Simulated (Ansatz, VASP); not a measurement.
# One calculation of MgH2, two programs

Contents of INCAR:

```
PREC = Accurate
ENCUT = 600
EDIFF = 1E-6
ISMEAR = -5
SIGMA = 0.1
LREAL = F
LASPH = T
NELM = 120
ALGO = Normal
ISIF = 2
LWAVE = F
LCHARG = T
GGA = PE
LELF = T
LVHAR = T
NBANDS = 9
GGA_COMPAT = F
```

The input KPOINTS:

```
Automatic mesh
0
Gamma
  8 8 8
```

The input POSCAR:

```
MgH2
1.0
    0.0000000000      2.3810671667      2.3810671667
    2.3810671667      0.0000000000      2.3810671667
    2.3810671667      2.3810671667      0.0000000000
Mg H
1 2
Direct
    0.0000000000      0.0000000000      0.0000000000
    0.7500000000      0.7500000000      0.7500000000
    0.2500000000      0.2500000000      0.2500000000
```

Input for Ansatz:

```yaml
crystal:
  lattice:
    - [0.0, 2.3810671667, 2.3810671667]
    - [2.3810671667, 0.0, 2.3810671667]
    - [2.3810671667, 2.3810671667, 0.0]
  atoms:
    - { symbol: Mg, position: [0.0, 0.0, 0.0] }
    - { symbol: H, position: [0.75, 0.75, 0.75] }
    - { symbol: H, position: [0.25, 0.25, 0.25] }
basis:
  ecutwfc: 420
kpoints:
  mp_grid: { grid: [8, 8, 8] }
hamiltonian:
  xc: pbe
scf:
  occupations: { method: tetrahedron }
output:
  forces: true
  stress: true
  eigenvalues: true
```

Alike in both runs: task single point; functional PBE; k mesh 8 × 8 × 8; occupations tetrahedron; no spin polarisation.

|  | VASP | Ansatz |
| --- | --- | --- |
| version | VASP 6.6.1 | Ansatz 0.2.0 |
| potentials or method | VASP PAW PBE potentials, release 64 (Mg, H), cutoff 600 eV | scalar-relativistic, plane waves, PAW |
| valence electrons in the cell | 4 | 12 |

VASP gave:

```
gap on the k mesh at the Fermi level (eV) : none
pressure (GPa)                            : -0.3
```

**Question.** What did Ansatz give for the same quantities?

**Answer.** gap on the k mesh at the Fermi level (eV): none; pressure (GPa): 0.0.

A gap of «none» marks a metal or a gap that the smearing closes. VASP's potentials hold 4 valence electrons a cell and Ansatz's 12, so a difference there can come from the potentials and not from the codes. Ansatz's warnings: band table not solved further, tetrahedron derivatives may miss energy slope.
